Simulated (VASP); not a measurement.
# TaN (P-62m) in VASP: single point with PBEsol

Aim: the single point of TaN with PBEsol.

All numbers are computed with VASP 6.6.1; they aren't measurements. Logs are shortened: lines on timing, memory, paths and dates and some standing lists are left out, and cuts for length are marked.

### 1 The cell of the first run

Symmetry: P-62m, No. 189, hexagonal system. The conventional cell has a = 5.187 Å, b = 5.187 Å, c = 2.905 Å, α = 90.00°, β = 90.00°, γ = 120.00°. Within 2.7 Å of Ta (site symmetry -62m) lie 3 N at 2.04 Å. Within 3.0 Å of Ta (site symmetry -6) lie 6 N at 2.16 Å and 5 Ta at 2.90 to 2.99 Å. N (site symmetry m2m) has 5 Ta at 2.04 to 2.16 Å and 6 N at 2.77 to 2.90 Å within 3.0 Å.

### 2 Single point, PBEsol

Contents of INCAR:

```
SYSTEM = TaN
PREC = Accurate
ENCUT = 520
EDIFF = 1E-6
ISMEAR = -1
SIGMA = 0.5
LREAL = .False.
LASPH = .True.
NELM = 100
ALGO = Normal
ISIF = 2
LWAVE = .False.
LCHARG = .False.
GGA = PS
NBANDS = 60
```

Contents of KPOINTS:

```
regular mesh
0
Gamma
  4 4 3
  0 0 0
```

Contents of POSCAR:

```
TaN
1.0
    5.1873400986     -0.0000000288      0.0000000000
   -2.5936700244      4.4923683178      0.0000000000
    0.0000000000      0.0000000000      5.8095353866
Ta N
6 6
Direct
    0.0000000000      0.0000000000      0.0000000000
    0.3333333333      0.6666666667      0.2500000000
    0.6666666667      0.3333333333      0.2500000000
    0.0000000000      0.0000000000      0.5000000000
    0.3333333333      0.6666666667      0.7500000000
    0.6666666667      0.3333333333      0.7500000000
    0.3931328399      0.0000000000      0.0000000000
    0.6068671601      0.6068671601      0.0000000000
    0.0000000000      0.3931328399      0.0000000000
    0.3931328399      0.0000000000      0.5000000000
    0.6068671601      0.6068671601      0.5000000000
    0.0000000000      0.3931328399      0.5000000000
```

Potentials or basis: VASP PAW PBE potentials, release 64 (Ta_pv, N).

Run with:

```bash
> cat potpaw_PBE.64/Ta_pv/POTCAR potpaw_PBE.64/N/POTCAR > POTCAR
> mpirun -np 1 vasp_std > vasp.out
```

OUTCAR:

```text
SYSTEM = TaN
   PREC = Accurate
   ENCUT = 520
   EDIFF = 1E-6
   ISMEAR = -1
   LREAL = .False.
   LASPH = .True.
   NELM = 100
   ISIF = 2
   GGA = PS

 ion  position               nearest neighbor table
   1  0.000  0.000  0.000-   8 2.04   9 2.04   7 2.04   4 2.90   4 2.90   3 3.33   2 3.33   5 3.33
                             6 3.33   5 3.33   2 3.33   3 3.33   6 3.33   6 3.33   3 3.33   2 3.33
   2  0.333  0.667  0.250-   7 2.16  10 2.16   9 2.16  12 2.16  11 2.16   8 2.16   5 2.90   5 2.90
                             3 2.99   3 2.99   3 2.99   4 3.33   1 3.33   4 3.33   1 3.33   4 3.33
   3  0.667  0.333  0.250-   9 2.16  12 2.16  10 2.16   7 2.16  11 2.16   8 2.16   6 2.90   6 2.90
                             2 2.99   2 2.99   2 2.99   4 3.33   1 3.33   1 3.33   4 3.33   1 3.33
   4  0.000  0.000  0.500-  11 2.04  12 2.04  10 2.04   1 2.90   1 2.90   2 3.33   3 3.33   5 3.33
                             6 3.33   5 3.33   2 3.33   3 3.33   6 3.33   6 3.33   3 3.33   2 3.33
   5  0.333  0.667  0.750-   7 2.16  10 2.16   9 2.16  12 2.16  11 2.16   8 2.16   2 2.90   2 2.90
                             6 2.99   6 2.99   6 2.99   4 3.33   1 3.33   4 3.33   1 3.33   4 3.33
   6  0.667  0.333  0.750-   9 2.16  12 2.16  10 2.16   7 2.16  11 2.16   8 2.16   3 2.90   3 2.90
                             5 2.99   5 2.99   5 2.99   4 3.33   1 3.33   1 3.33   4 3.33   1 3.33
   7  0.393  0.000  0.000-   1 2.04   2 2.16   5 2.16   3 2.16   6 2.16
   8  0.607  0.607  0.000-   1 2.04   3 2.16   6 2.16   5 2.16   2 2.16
   9  0.000  0.393  0.000-   1 2.04   3 2.16   6 2.16   5 2.16   2 2.16
  10  0.393  0.000  0.500-   4 2.04   2 2.16   5 2.16   3 2.16   6 2.16
  11  0.607  0.607  0.500-   4 2.04   3 2.16   6 2.16   5 2.16   2 2.16
  12  0.000  0.393  0.500-   4 2.04   3 2.16   6 2.16   5 2.16   2 2.16

  LATTYP: Found a hexagonal cell.
 ALAT       =     5.1873400986
 C/A-ratio  =     1.1199449576

  Lattice vectors:

 A1 = (   5.1873400986,  -0.0000000288,   0.0000000000)
 A2 = (  -2.5936700244,   4.4923683178,   0.0000000000)
 A3 = (   0.0000000000,   0.0000000000,   5.8095353866)

Analysis of symmetry for initial positions (statically):
=====================================================================
 Subroutine PRICEL returns following result:

  LATTYP: Found a hexagonal cell.
 ALAT       =     5.1873400986
 C/A-ratio  =     0.5599724788

  Lattice vectors:

 A1 = (   5.1873400986,  -0.0000000288,   0.0000000000)
 A2 = (  -2.5936700244,   4.4923683178,   0.0000000000)
 A3 = (   0.0000000000,   0.0000000000,   2.9047676933)

   2 primitive cells build up your supercell.

 Routine SETGRP: Setting up the symmetry group for a
 hexagonal supercell.

 Subroutine GETGRP returns: Found 12 space group operations
 (whereof 12 operations were pure point group operations)
 out of a pool of 24 trial point group operations.

The static configuration has the point symmetry D_3h.

Analysis of symmetry for dynamics (positions and initial velocities):
=====================================================================
 Subroutine PRICEL returns following result:

  LATTYP: Found a hexagonal cell.
 ALAT       =     5.1873400986
 C/A-ratio  =     0.5599724788

  Lattice vectors:

 A1 = (   5.1873400986,  -0.0000000288,   0.0000000000)
 A2 = (  -2.5936700244,   4.4923683178,   0.0000000000)
 A3 = (   0.0000000000,   0.0000000000,   2.9047676933)

   2 primitive cells build up your supercell.

 Routine SETGRP: Setting up the symmetry group for a
 hexagonal supercell.

 Subroutine GETGRP returns: Found 12 space group operations
 (whereof 12 operations were pure point group operations)
 out of a pool of 24 trial point group operations.

The dynamic configuration has the point symmetry D_3h.

 Subroutine INISYM returns: Found 12 space group operations
 (whereof 12 operations are pure point group operations),
 and found     2 'primitive' translations

----------------------------------------------------------------------------------------

                                     Primitive cell

  volume of cell :      67.6911

  direct lattice vectors                    reciprocal lattice vectors
     5.187340099 -0.000000029  0.000000000     0.192777027  0.111299867  0.000000000
    -2.593670024  4.492368318  0.000000000     0.000000001  0.222599736  0.000000000
     0.000000000  0.000000000  2.904767693     0.000000000  0.000000000  0.344261609

  length of vectors
     5.187340099  5.187340099  2.904767693     0.222599736  0.222599736  0.344261609

  position of ions in fractional coordinates (direct lattice)
     0.000000000  0.000000000  0.000000000
     0.333333333  0.666666667  0.500000000
     0.666666667  0.333333333  0.500000000
     0.393132840  1.000000000  0.000000000
     0.606867160  0.606867160  0.000000000
     1.000000000  0.393132840  0.000000000

  ion indices of the primitive-cell ions
   primitive index   ion index
                 1           1
                 2           2
                 3           3
                 4           7
                 5           8
                 6           9

----------------------------------------------------------------------------------------

 KPOINTS: regular mesh

Automatic generation of k-mesh.
 Grid dimensions read from file:
 generate k-points for:    4    4    3

 Generating k-lattice:

  Cartesian coordinates                     Fractional coordinates (reciprocal lattice)
     0.048194257  0.027824967  0.000000000     0.250000000 -0.000000000  0.000000000
     0.000000000  0.055649934  0.000000000    -0.000000000  0.250000000  0.000000000
     0.000000000  0.000000000  0.057376935     0.000000000  0.000000000  0.333333333

  Length of vectors
     0.055649934  0.055649934  0.057376935

  Shift w.r.t. Gamma in fractional coordinates (k-lattice)
     0.000000000  0.000000000  0.000000000

 Subroutine IBZKPT returns following result:
 ===========================================

 Found      8 irreducible k-points:

 Following reciprocal coordinates:
            Coordinates               Weight
  0.000000  0.000000  0.000000      1.000000
  0.250000 -0.000000  0.000000      6.000000
  0.500000 -0.000000  0.000000      3.000000
  0.250000  0.250000  0.000000      6.000000
  0.000000  0.000000  0.333333      2.000000
  0.250000 -0.000000  0.333333     12.000000
  0.500000 -0.000000  0.333333      6.000000
  0.250000  0.250000  0.333333     12.000000
   k-points           NKPTS =      8   k-points in BZ     NKDIM =      8   number of bands    NBANDS=     60
   number of dos      NEDOS =    301   number of ions     NIONS =     12
   total plane-waves  NPLWV =  76800
   dimension x,y,z NGX =    40 NGY =   40 NGZ =   48
   dimension x,y,z NGXF=    80 NGYF=   80 NGZF=   96
   ions per type =               6   6
   NGX,Y,Z   is equivalent  to a cutoff of  12.82, 12.82, 13.74 a.u.
   NGXF,Y,Z  is equivalent  to a cutoff of  25.64, 25.64, 27.47 a.u.
 SYSTEM =  TaN
   PREC   = accura    normal or accurate (medium, high low for compatibility)
   ISTART =      0    job   : 0-new  1-cont  2-samecut
   ICHARG =      2    charge: 1-file 2-atom 10-const
   ISPIN  =      1    spin polarized calculation?
   LNONCOLLINEAR =      F non collinear calculations
   LSORBIT =      F    spin-orbit coupling
   LASPH  =      T    aspherical Exc in radial PAW
   ENCUT  =  520.0 eV  38.22 Ry    6.18 a.u.   9.65  9.65 10.80*2*pi/ulx,y,z
   NELM   =    100;   NELMIN=  2; NELMDL= -5     # of ELM steps
   EDIFF  = 0.1E-05   stopping-criterion for ELM
   LREAL  =      F    real-space projection
   EDIFFG = 0.1E-04   stopping-criterion for IOM
   NSW    =      0    number of steps for IOM
   IBRION =     -1    ionic relax: 0-MD 1-quasi-New 2-CG
   NFREE  =      0    steps in history (QN), initial steepest desc. (CG)
   ISIF   =      2    stress and relaxation
   ISYM   =      2    0-nonsym 1-usesym 2-fastsym
   POTIM  = 0.5000    time-step for ionic-motion
   TEBEG  =    0.0;   TEEND  =   0.0 temperature during run
   PSTRESS=    0.0 pullay stress
   NELECT =      96.0000    total number of electrons
   NUPDOWN=      -1.0000    fix difference up-down
   EMIN   =  10.00;   EMAX   =-10.00  energy-range for DOS
   EFERMI =   0.00;   METHOD = LEGACY
   ISMEAR =    -1;   SIGMA  =   0.50  broadening in eV -4-tet -1-fermi 0-gaus
   EFERMI_NEDOS =   21; number of points for ismear=-14 and -15
   IALGO  =     38    algorithm
   IMIX   =      4    mixing-type and parameters
     AMIX     =   0.40;   BMIX     =  1.00
     AMIX_MAG =   1.60;   BMIX_MAG =  1.00
  volume/ion in A,a.u.               =      11.28        76.13
  Fermi-wavevector in a.u.,A,eV,Ry     =   1.459861  2.758737 28.996645  2.131193
  Thomas-Fermi vector in A             =   2.576378
   LORBIT       =      0    0 simple, 1 ext, 2 COOP (PROOUT), +10 PAW based schemes
   GGA     = PS    functional components
   LHFCALC =     F    Hartree Fock is set to
   AEXX    =    0.0000 exact exchange contribution
   IVDW    =     0    specifies the selected vdW correction
   LEPSILON=     F    determine dielectric tensor
   LRPA    =     F    only Hartree local field effects (RPA)
 non-spin polarized calculation
  energy-cutoff  :      520.00
  volume of cell :      135.38
 maximum number of plane-waves:      3693
 NGX is ok and might be reduce to    40
   NGX = 19   NGY = 19   NGZ = 21

 number of electron      96.0000002 magnetization

 Free energy of the ion-electron system (eV)
  ---------------------------------------------------
  ext. energy  EPLUGINS =         0.00000000
  ---------------------------------------------------
  free energy    TOTEN  =      -143.77796992 eV

  energy without entropy =     -141.42819521  energy(sigma->0) =     -142.60308256

 E-fermi :   8.0019     XC(G=0): -13.1870

 val. band max:        7.9790536597   @ k =   0.2500  -0.0000   0.3333
 cond. band min:       8.2965029677   @ k =   0.2500  -0.0000   0.3333
 fundamental gap:      0.3174493080
 Fermi energy:         8.0019043051

 k-point     1 :       0.0000    0.0000    0.0000
  band No.  band energies     occupation
      1     -28.2233      2.00000
      2     -28.0250      2.00000
      3     -27.8956      2.00000
      4     -27.8956      2.00000
      5     -27.7413      2.00000
      6     -27.7413      2.00000
[... 52 lines left out ...]
     59      10.8087      0.00727
     60      11.4554      0.00200

 k-point     2 :       0.2500   -0.0000    0.0000
  band No.  band energies     occupation
      1     -28.2105      2.00000
      2     -28.0517      2.00000
      3     -27.9408      2.00000
      4     -27.8722      2.00000
      5     -27.7569      2.00000
      6     -27.7056      2.00000
[... 52 lines left out ...]
     59      11.2885      0.00279
     60      11.5680      0.00160

 k-point     3 :       0.5000   -0.0000    0.0000
  band No.  band energies     occupation
      1     -28.1842      2.00000
      2     -28.0925      2.00000
      3     -27.9774      2.00000
      4     -27.7848      2.00000
      5     -27.7714      2.00000
      6     -27.6717      2.00000
[... 304 lines left out ...]
     59      11.2687      0.00290
     60      11.3060      0.00270

 k-point     8 :       0.2500    0.2500    0.3333
  band No.  band energies     occupation
      1     -27.9785      2.00000
      2     -27.9080      2.00000
      3     -27.9079      2.00000
      4     -27.8309      2.00000
      5     -27.7727      2.00000
      6     -27.6696      2.00000
[... 52 lines left out ...]
     59      11.2836      0.00282
     60      11.6132      0.00146

------------------------ aborting loop because EDIFF is reached ----------------------------------------

  FORCE on cell =-STRESS in cart. coord.  units (eV):
  Direction    XX          YY          ZZ          XY          YZ          ZX
  --------------------------------------------------------------------------------------
  -------------------------------------------------------------------------------------
  Total        0.9639515      0.9639515      0.4306980     -0.0000000     -0.0000000     -0.0000000
  in kB       11.4078632     11.4078632      5.0970855     -0.0000000     -0.0000000     -0.0000000
  external PRESSURE =       9.3042706 kB  Pullay stress =       0.0000000 kB

 VOLUME and BASIS-vectors are now :
 -----------------------------------------------------------------------------
  energy-cutoff  :      520.00
  volume of cell :      135.38
      direct lattice vectors                 reciprocal lattice vectors
     5.187340099 -0.000000029  0.000000000     0.192777027  0.111299867  0.000000000
    -2.593670024  4.492368318  0.000000000     0.000000001  0.222599736  0.000000000
     0.000000000  0.000000000  5.809535387     0.000000000  0.000000000  0.172130805

 POSITION                                       TOTAL-FORCE (eV/Angst)
 -----------------------------------------------------------------------------------
      0.00000      0.00000      0.00000         0.000000     -0.000000      0.000000
      0.00000      2.99491      1.45238         0.000000     -0.000000      0.000000
      2.59367      1.49746      1.45238         0.000000     -0.000000      0.000000
      0.00000      0.00000      2.90477         0.000000     -0.000000      0.000000
      0.00000      2.99491      4.35715         0.000000     -0.000000      0.000000
      2.59367      1.49746      4.35715         0.000000     -0.000000      0.000000
      2.03931     -0.00000      0.00000         0.004788     -0.000000     -0.000000
      1.57401      2.72627      0.00000        -0.002394     -0.004146     -0.000000
     -1.01966      1.76610      0.00000        -0.002394      0.004146      0.000000
      2.03931     -0.00000      2.90477         0.004788     -0.000000     -0.000000
      1.57401      2.72627      2.90477        -0.002394     -0.004146     -0.000000
     -1.01966      1.76610      2.90477        -0.002394      0.004146     -0.000000
 -----------------------------------------------------------------------------------
    total drift:                               -0.000003     -0.000005      0.000000

  FREE ENERGIE OF THE ION-ELECTRON SYSTEM (eV)
  ---------------------------------------------------
  free  energy   TOTEN  =      -143.7779699165 eV

  energy  without entropy=     -141.4281952074  energy(sigma->0) =     -142.60308256
```

It took 87 s on 1 thread of Intel Xeon 6975P-C (Granite Rapids), shared host; peak memory 0.28 GiB.

What came out:

| Property | Result |
| --- | --- |
| Free energy | -143.7780 eV |
| Pressure | 0.9 GPa |
| Largest force | 0.005 eV/Å |
| Band gap on the k mesh | zero (bands 48 and 49 overlap by 0.10 eV) |

Forces in eV/Å, atoms in the order of the input:
```
Ta   0.000  0.000  0.000
Ta   0.000  0.000  0.000
Ta   0.000  0.000  0.000
Ta   0.000  0.000  0.000
Ta   0.000  0.000  0.000
Ta   0.000  0.000  0.000
N    0.005  0.000  0.000
N   -0.002 -0.004  0.000
N   -0.002  0.004  0.000
N    0.005  0.000  0.000
N   -0.002 -0.004  0.000
N   -0.002  0.004  0.000
```

Stress tensor (GPa, compression positive):
```
1.14 0.00 0.00
0.00 1.14 0.00
0.00 0.00 0.51
```

Caveat: the k points lie up to 0.36 Å⁻¹ apart; so wide a smearing shifts energies and pressures; the PAW data sets were made with another functional, which shifts forces and pressure a little; spin-orbit coupling is left out, which moves the levels of the heavy elements.

The gap in the log of VASP goes by the Fermi energy; the results here count the filled bands.